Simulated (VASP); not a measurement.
A run of VASP 6.6.1 is set up as follows.

File INCAR:

```
SYSTEM = MnZnC4N4
PREC     = Accurate       ! precision mode
ENCUT    = 520            ! plane-wave cutoff, eV
EDIFF    = 1E-6           ! SCF threshold, eV
ISMEAR   = 0              ! smearing method
SIGMA    = 0.1            ! smearing width, eV
LREAL    = .FALSE.        ! projectors in reciprocal space
LASPH    = .TRUE.         ! aspherical terms in the spheres
NELM     = 150            ! most SCF steps
ALGO     = Normal         ! electronic algorithm
ISIF     = 2              ! what is computed and relaxed
LWAVE    = .FALSE.        ! write WAVECAR
LCHARG   = .FALSE.        ! write CHGCAR
ISPIN    = 2              ! spin polarisation
MAGMOM   = 4.08 0 0 0 0 0 0 0 0 0 ! initial moments
LORBIT   = 11             ! projections on sites
LMAXMIX  = 4              ! l up to which the mixer works
GGA      = PE             ! functional
NBANDS   = 46             ! bands
```

Contents of KPOINTS:

```
regular mesh
0
G
  2 2 2
  0 0 0
```

The input POSCAR:

```
MnZnC4N4
1.0
    6.0204543825      0.0000000000      0.0000000000
    0.0000000000      6.0204543825      0.0000000000
    0.0000000000      0.0000000000      6.0204543825
Mn Zn C N
1 1 4 4
Direct
    0.0000000000      0.0000000000      0.0000000000
    0.5000000000      0.5000000000      0.5000000000
    0.1996749823      0.1996749823      0.1996749823
    0.1996749823      0.8003250177      0.8003250177
    0.8003250177      0.1996749823      0.8003250177
    0.8003250177      0.8003250177      0.1996749823
    0.3114699160      0.3114699160      0.3114699160
    0.3114699160      0.6885300840      0.6885300840
    0.6885300840      0.3114699160      0.6885300840
    0.6885300840      0.6885300840      0.3114699160
```

Potentials or basis: VASP PAW PBE potentials, release 64 (Mn_pv, Zn, C, N).

Launch:

```sh
$ cat potpaw_PBE.64/Mn_pv/POTCAR potpaw_PBE.64/Zn/POTCAR potpaw_PBE.64/C/POTCAR potpaw_PBE.64/N/POTCAR > POTCAR
$ mpirun -np 1 vasp_std > vasp.out
```

**Question.** Predict the band gap on the k mesh.

**Answer.** 2.13 eV.

**Question.** What does it give for the pressure?

**Answer.** 0.5 GPa.

Forces in eV/Å, atoms in the order of the input:
```
Mn   0.000  0.000  0.000
Zn   0.000  0.000  0.000
C   -0.217 -0.217 -0.217
C   -0.217  0.217  0.217
C    0.217 -0.217  0.217
C    0.217  0.217 -0.217
N    0.211  0.211  0.211
N    0.211 -0.211 -0.211
N   -0.211  0.211 -0.211
N   -0.211 -0.211  0.211
```

Caveat: the k points lie up to 0.52 Å⁻¹ apart; a cell with one magnetic atom can't hold antiferromagnetic order, which such compounds often take. A k mesh can miss the band edges.
